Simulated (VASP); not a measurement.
# P (P6_422) in VASP: single point with PBE

Aim: the single point of P with PBE.

Everything below comes from runs of VASP 6.6.1. Logs are shortened: lines on timing, memory, paths and dates and some standing lists are left out, and cuts for length are marked.

## Step 1: The cell of the first run

Symmetry: P6_422, No. 181, hexagonal system. The conventional cell has a = 3.457 Å, b = 3.457 Å, c = 3.785 Å, α = 90.00°, β = 90.00°, γ = 120.00°. P (site symmetry 222) has 4 P at 2.14 Å within 2.8 Å.

The cell was built from a structure type or drawn by symmetry, and may not be a known phase.

## Step 2: Single point, PBE

INCAR

```
SYSTEM = P
PREC = Accurate ; ENCUT = 500
EDIFF = 1E-6 ; ISMEAR = 0
SIGMA = 0.1 ; LREAL = .False.
LASPH = .True. ; NELM = 120
ALGO = Normal ; ISIF = 2
LWAVE = .False. ; LCHARG = .False.
GGA = PE ; NBANDS = 14
GGA_COMPAT = .False.
```

KPOINTS

```
regular mesh
0
Gamma
  6 6 4
  0 0 0
```

POSCAR

```
P
1.0
    3.4568826400      0.0000000000      0.0000000000
   -1.7284413200      2.9937481800      0.0000000000
    0.0000000000      0.0000000000      3.7853421900
P
3
Direct
    0.0000000000      0.5000000000      0.3333333300
    0.5000000000      0.5000000000      0.6666666700
    0.5000000000      0.0000000000      0.0000000000
```

Potentials or basis: VASP PAW PBE potentials, release 64 (P).

Launch:

```sh
cat potpaw_PBE.64/P/POTCAR > POTCAR
mpirun -np 1 vasp_std > vasp.out
```

OUTCAR:

```text
SYSTEM = P
   PREC = Accurate
   ENCUT = 500
   EDIFF = 1E-6
   ISMEAR = 0
   LREAL = .False.
   LASPH = .True.
   NELM = 120
   ISIF = 2
   GGA = PE

 ion  position               nearest neighbor table
   1  0.000  0.500  0.333-   3 2.14   3 2.14   2 2.14   2 2.14
   2  0.500  0.500  0.667-   3 2.14   3 2.14   1 2.14   1 2.14
   3  0.500  0.000  0.000-   1 2.14   2 2.14   2 2.14   1 2.14

  LATTYP: Found a hexagonal cell.
 ALAT       =     3.4568826400
 C/A-ratio  =     1.0950161126

  Lattice vectors:

 A1 = (   3.4568826400,   0.0000000000,   0.0000000000)
 A2 = (  -1.7284413200,   2.9937481800,   0.0000000000)
 A3 = (   0.0000000000,   0.0000000000,   3.7853421900)

Analysis of symmetry for initial positions (statically):
=====================================================================
 Subroutine PRICEL returns:
 Original cell was already a primitive cell.

 Routine SETGRP: Setting up the symmetry group for a
 hexagonal supercell.

 Subroutine GETGRP returns: Found 12 space group operations
 (whereof  4 operations were pure point group operations)
 out of a pool of 24 trial point group operations.

The static configuration has the point symmetry D_2 .
 The point group associated with its full space group is D_6 .

Analysis of symmetry for dynamics (positions and initial velocities):
=====================================================================
 Subroutine PRICEL returns:
 Original cell was already a primitive cell.

 Routine SETGRP: Setting up the symmetry group for a
 hexagonal supercell.

 Subroutine GETGRP returns: Found 12 space group operations
 (whereof  4 operations were pure point group operations)
 out of a pool of 24 trial point group operations.

The dynamic configuration has the point symmetry D_2 .
 The point group associated with its full space group is D_6 .

 Subroutine INISYM returns: Found 12 space group operations
 (whereof  4 operations are pure point group operations),
 and found     1 'primitive' translations

----------------------------------------------------------------------------------------

                                     Primitive cell

  volume of cell :      39.1746

  direct lattice vectors                    reciprocal lattice vectors
     3.456882640  0.000000000  0.000000000     0.289277972  0.167014715  0.000000000
    -1.728441320  2.993748180  0.000000000     0.000000000  0.334029431  0.000000000
     0.000000000  0.000000000  3.785342190     0.000000000  0.000000000  0.264176909

  length of vectors
     3.456882640  3.456882636  3.785342190     0.334029430  0.334029431  0.264176909

  position of ions in fractional coordinates (direct lattice)
     1.000000000  0.500000000  0.333333330
     0.500000000  0.500000000  0.666666670
     0.500000000  0.000000000  0.000000000

  ion indices of the primitive-cell ions
   primitive index   ion index
                 1           1
                 2           2
                 3           3

----------------------------------------------------------------------------------------

 KPOINTS: regular mesh

Automatic generation of k-mesh.
 Grid dimensions read from file:
 generate k-points for:    6    6    4

 Generating k-lattice:

  Cartesian coordinates                     Fractional coordinates (reciprocal lattice)
     0.048212995  0.027835786  0.000000000     0.166666667  0.000000000  0.000000000
     0.000000000  0.055671572  0.000000000     0.000000000  0.166666667  0.000000000
     0.000000000  0.000000000  0.066044227     0.000000000  0.000000000  0.250000000

  Length of vectors
     0.055671572  0.055671572  0.066044227

  Shift w.r.t. Gamma in fractional coordinates (k-lattice)
     0.000000000  0.000000000  0.000000000

 Subroutine IBZKPT returns following result:
 ===========================================

 Found     21 irreducible k-points:

 Following reciprocal coordinates:
            Coordinates               Weight
  0.000000  0.000000  0.000000      1.000000
  0.166667  0.000000  0.000000      6.000000
  0.333333  0.000000  0.000000      6.000000
  0.500000  0.000000  0.000000      3.000000
  0.166667  0.166667  0.000000      6.000000
  0.333333  0.166667  0.000000     12.000000
[... 13 lines left out ...]
  0.333333  0.166667  0.500000     12.000000
  0.333333  0.333333  0.500000      2.000000
   k-points           NKPTS =     21   k-points in BZ     NKDIM =     21   number of bands    NBANDS=     14
   number of dos      NEDOS =    301   number of ions     NIONS =      3
   total plane-waves  NPLWV =  21952
   dimension x,y,z NGX =    28 NGY =   28 NGZ =   28
   dimension x,y,z NGXF=    56 NGYF=   56 NGZF=   56
   ions per type =               3
   NGX,Y,Z   is equivalent  to a cutoff of  13.47, 13.47, 12.30 a.u.
   NGXF,Y,Z  is equivalent  to a cutoff of  26.93, 26.93, 24.59 a.u.
 SYSTEM =  P
   PREC   = accura    normal or accurate (medium, high low for compatibility)
   ISTART =      0    job   : 0-new  1-cont  2-samecut
   ICHARG =      2    charge: 1-file 2-atom 10-const
   ISPIN  =      1    spin polarized calculation?
   LNONCOLLINEAR =      F non collinear calculations
   LSORBIT =      F    spin-orbit coupling
   LASPH  =      T    aspherical Exc in radial PAW
   ENCUT  =  500.0 eV  36.75 Ry    6.06 a.u.   6.30  6.30  6.90*2*pi/ulx,y,z
   NELM   =    120;   NELMIN=  2; NELMDL= -5     # of ELM steps
   EDIFF  = 0.1E-05   stopping-criterion for ELM
   LREAL  =      F    real-space projection
   EDIFFG = 0.1E-04   stopping-criterion for IOM
   NSW    =      0    number of steps for IOM
   IBRION =     -1    ionic relax: 0-MD 1-quasi-New 2-CG
   NFREE  =      0    steps in history (QN), initial steepest desc. (CG)
   ISIF   =      2    stress and relaxation
   ISYM   =      2    0-nonsym 1-usesym 2-fastsym
   POTIM  = 0.5000    time-step for ionic-motion
   TEBEG  =    0.0;   TEEND  =   0.0 temperature during run
   PSTRESS=    0.0 pullay stress
   NELECT =      15.0000    total number of electrons
   NUPDOWN=      -1.0000    fix difference up-down
   EMIN   =  10.00;   EMAX   =-10.00  energy-range for DOS
   EFERMI =   0.00;   METHOD = LEGACY
   ISMEAR =     0;   SIGMA  =   0.10  broadening in eV -4-tet -1-fermi 0-gaus
   EFERMI_NEDOS =   21; number of points for ismear=-14 and -15
   IALGO  =     38    algorithm
   IMIX   =      4    mixing-type and parameters
     AMIX     =   0.40;   BMIX     =  1.00
     AMIX_MAG =   1.60;   BMIX_MAG =  1.00
  volume/ion in A,a.u.               =      13.06        88.12
  Fermi-wavevector in a.u.,A,eV,Ry     =   1.188786  2.246479 19.227909  1.413211
  Thomas-Fermi vector in A             =   2.324908
   LORBIT       =      0    0 simple, 1 ext, 2 COOP (PROOUT), +10 PAW based schemes
   GGA     = PE    functional components
   LHFCALC =     F    Hartree Fock is set to
   AEXX    =    0.0000 exact exchange contribution
   IVDW    =     0    specifies the selected vdW correction
   LEPSILON=     F    determine dielectric tensor
   LRPA    =     F    only Hartree local field effects (RPA)
 non-spin polarized calculation
 Gauss-broadening in eV      SIGMA  =   0.10
  energy-cutoff  :      500.00
  volume of cell :       39.17
 maximum number of plane-waves:      1010
 NGX is ok and might be reduce to    28
   NGX = 13   NGY = 13   NGZ = 13

 number of electron      15.0000001 magnetization

 Free energy of the ion-electron system (eV)
  ---------------------------------------------------
  ext. energy  EPLUGINS =         0.00000000
  ---------------------------------------------------
  free energy    TOTEN  =       -13.17754053 eV

  energy without entropy =      -13.15475071  energy(sigma->0) =      -13.16614562

 E-fermi :  11.6170     XC(G=0): -11.7086

 val. band max:       11.6096038579   @ k =   0.1667   0.0000   0.0000
 cond. band min:      11.6397119989   @ k =   0.1667   0.0000   0.5000
 fundamental gap:      0.0301081410
 Fermi energy:        11.6169889979

 k-point     1 :       0.0000    0.0000    0.0000
  band No.  band energies     occupation
      1      -6.9667      2.00000
      2       1.9800      2.00000
      3       1.9800      2.00000
      4       4.7791      2.00000
      5       7.9513      2.00000
      6       7.9513      2.00000
      7      10.4921      2.00000
      8      10.4921      2.00000
      9      14.0598      0.00000
     10      14.5892      0.00000
     11      14.5892      0.00000
     12      15.5416      0.00000
     13      17.4882      0.00000
     14      18.3877      0.00000

 k-point     2 :       0.1667    0.0000    0.0000
  band No.  band energies     occupation
      1      -6.5690      2.00000
      2       1.5330      2.00000
      3       2.2353      2.00000
      4       4.0775      2.00000
      5       6.5735      2.00000
      6       7.0145      2.00000
      7      11.6096      1.08318
      8      12.6979      0.00000
      9      13.0725      0.00000
     10      13.0834      0.00000
     11      15.5280      0.00000
     12      15.8010      0.00000
     13      16.4129      0.00000
     14      17.2855      0.00000

 k-point     3 :       0.3333    0.0000    0.0000
  band No.  band energies     occupation
      1      -5.4225      2.00000
      2      -0.6007      2.00000
      3       2.8238      2.00000
      4       4.3027      2.00000
      5       5.4602      2.00000
      6       6.1422      2.00000
      7      10.1186      2.00000
      8      10.4903      2.00000
      9      13.6080      0.00000
     10      14.9503      0.00000
     11      15.8420      0.00000
     12      16.5437      0.00000
     13      16.9286      0.00000
     14      17.3261      0.00000
[... 273 lines left out ...]
 k-point    20 :       0.3333    0.1667    0.5000
  band No.  band energies     occupation
      1      -2.6520      2.00000
      2      -1.8993      2.00000
      3       0.2381      2.00000
      4       2.1319      2.00000
      5       4.4683      2.00000
      6       5.2767      2.00000
      7      11.6650      0.49676
      8      11.9320      0.00001
      9      14.7460      0.00000
     10      16.0766      0.00000
     11      17.2202      0.00000
     12      18.0271      0.00000
     13      19.2902      0.00000
     14      21.7368      0.00000

 k-point    21 :       0.3333    0.3333    0.5000
  band No.  band energies     occupation
      1      -2.0726      2.00000
      2      -0.7119      2.00000
      3      -0.7119      2.00000
      4       1.5101      2.00000
      5       3.7696      2.00000
      6       3.7696      2.00000
      7      14.6112      0.00000
      8      14.6112      0.00000
      9      14.8396      0.00000
     10      15.4465      0.00000
     11      15.8837      0.00000
     12      15.8837      0.00000
     13      20.5323      0.00000
     14      20.5323      0.00000

------------------------ aborting loop because EDIFF is reached ----------------------------------------

  FORCE on cell =-STRESS in cart. coord.  units (eV):
  Direction    XX          YY          ZZ          XY          YZ          ZX
  --------------------------------------------------------------------------------------
  -------------------------------------------------------------------------------------
  Total        6.2150847      6.2150847     11.1445582      0.0000000      0.0000000      0.0000000
  in kB      254.1865631    254.1865624    455.7937762      0.0000000      0.0000000      0.0000000
  external PRESSURE =     321.3889673 kB  Pullay stress =       0.0000000 kB

 VOLUME and BASIS-vectors are now :
 -----------------------------------------------------------------------------
  energy-cutoff  :      500.00
  volume of cell :       39.17
      direct lattice vectors                 reciprocal lattice vectors
     3.456882640  0.000000000  0.000000000     0.289277972  0.167014715  0.000000000
    -1.728441320  2.993748180  0.000000000     0.000000000  0.334029431  0.000000000
     0.000000000  0.000000000  3.785342190     0.000000000  0.000000000  0.264176909

 POSITION                                       TOTAL-FORCE (eV/Angst)
 -----------------------------------------------------------------------------------
     -0.86422      1.49687      1.26178        -0.000000     -0.000000      0.000000
      0.86422      1.49687      2.52356        -0.000000      0.000000      0.000000
      1.72844      0.00000      0.00000         0.000000     -0.000000     -0.000000
 -----------------------------------------------------------------------------------
    total drift:                               -0.000000     -0.000000     -0.000003

  FREE ENERGIE OF THE ION-ELECTRON SYSTEM (eV)
  ---------------------------------------------------
  free  energy   TOTEN  =       -13.1775405304 eV

  energy  without entropy=      -13.1547507117  energy(sigma->0) =      -13.16614562
```

Wall time 12 s (1 thread of AMD EPYC 7R43 (Zen 3), shared host); peak memory 0.1 GiB.

Results:

```yaml
Free_energy: -13.1775 eV
Pressure: 32.1 GPa
Band_gap_on_the_k_mesh: zero (an odd number of electrons rules out a gap without spin polarisation)
```

Stress tensor (GPa, compression positive):
```
25.42  0.00  0.00
 0.00 25.42  0.00
 0.00  0.00 45.58
```

Caveat: the k points lie up to 0.41 Å⁻¹ apart, too coarse for converged energies and pressures of a metal.
